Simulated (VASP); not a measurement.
## Li2TaO3: single point with PBE

The system is Li2TaO3.

```xyz
6
Lattice="3.7852 0.0000 0.0000 0.0000 3.7852 0.0000 0.0000 0.0000 7.6659" Properties=species:S:1:pos:R:3 pbc="T T T"
Li    0.0000    0.0000    7.5806
Li    0.0000    0.0000    4.2169
Ta    1.8926    1.8926    2.7605
O     1.8926    1.8926    0.9655
O     1.8926    0.0000    3.3372
O     0.0000    1.8926    3.3372
```

The cell was generated, and may not be a known phase.

```
Program             : VASP 6.6.1
Task                : single point
Functional          : PBE
Potentials or basis : VASP PAW PBE potentials, release 64 (Li_sv, Ta_sv_GW, O)
Cutoff              : 880 eV
k mesh              : 4 × 4 × 4
Occupations         : gaussian, width 0.1 eV
Spin                : no spin polarisation
```

```yaml
Pressure: 0.3 GPa
Largest_force: 0.200 eV/Å
Band_gap_on_the_k_mesh: zero (an odd number of electrons rules out a gap without spin polarisation)
```

Forces in eV/Å, atoms in the order of the input:
```
Li   0.000  0.000 -0.002
Li   0.000  0.000 -0.004
Ta   0.000  0.000  0.190
O    0.000  0.000 -0.200
O    0.000  0.000  0.008
O    0.000  0.000  0.008
```

Stress tensor (GPa, compression positive):
```
0.14 0.00 0.00
0.00 0.14 0.00
0.00 0.00 0.74
```

Levels at points of the mesh, in eV from the Fermi level:
```
           k point  band 16  band 17  band 18  band 19  band 20  band 21
(0.00, 0.00, 0.00)    -5.56    -4.67    -4.67    -1.35    -0.98     1.09
(0.50, 0.00, 0.00)    -5.72    -5.12    -4.86     0.72     0.88     1.12
(0.50, 0.50, 0.00)    -5.12    -5.12    -3.97     1.25     1.29     1.44
(0.00, 0.00, 0.50)    -5.55    -4.67    -4.67    -0.98    -0.95     0.21
(0.50, 0.00, 0.50)    -5.70    -5.09    -4.86     0.65     1.12     1.45
(0.50, 0.50, 0.50)    -5.10    -5.10    -3.97     1.26     1.36     1.36
```

Wall time 4 min on 1 thread of Intel(R) Xeon(R) Platinum 8259CL CPU @ 2.50GHz (Skylake/Cascade Lake), with other jobs on the host, peak memory 0.41 GiB.

Caveat: the k points lie up to 0.41 Å⁻¹ apart, too coarse for converged energies and pressures of a metal; spin-orbit coupling is left out, which moves the levels of the heavy elements; an odd number of electrons without spin polarisation forces a metal; a magnetic or distorted state may lie lower.
